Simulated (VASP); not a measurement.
Si:

```
CELL_PARAMETERS angstrom
2.46822 0.00000 0.00000
0.00000 2.46822 0.00000
0.00000 0.00000 2.69795
ATOMIC_POSITIONS crystal
Si 0.50000 0.50000 0.50000
```

```yaml
Program: VASP 6.6.1
Task: relaxation of cell and atoms
Functional: PBE
Potentials_or_basis: VASP PAW PBE potentials, release 64 (Si)
Cutoff: 600 eV
k_mesh: 8 × 8 × 6
Occupations: gaussian, width 0.1 eV
Spin: no spin polarisation
```

At the start: pressure 0.9 GPa; volume 16.44 Å³/atom.

Question: Where does the relaxation end?

Answer: Over 11 steps the energy falls by 57.7 meV/atom and the volume is 16.19 Å³/atom (-1.5 %); space group P4/mmm (No. 123, to 0.05 Å).

Step by step:
```tsv
step	energy change (eV)	largest force (eV/Å)	pressure (GPa)	volume (Å³)
1	0.0000	0.0000	0.88	16.44
2	-0.0270	0.0000	-1.85	16.62
3	-0.0445	0.0000	-3.53	16.72
4	0.0080	0.0000	-2.00	16.83
5	-0.0494	0.0000	-3.48	16.74
6	-0.0414	0.0000	-2.75	16.80
7	-0.0515	0.0000	-3.37	16.76
8	-0.0436	0.0000	2.84	15.80
9	-0.0559	0.0000	-1.08	16.40
10	-0.0571	0.0000	0.69	16.06
11	-0.0577	0.0000	0.03	16.19
```

Final structure:
```
Si
1.0
     2.57726    0.00000    0.00000
     0.00000    2.57726    0.00000
     0.00000    0.00000    2.43676
Si
1
Cartesian
  1.2886 1.2886 1.2184
```

Caveat: the k points lie up to 0.43 Å⁻¹ apart in the final cell.
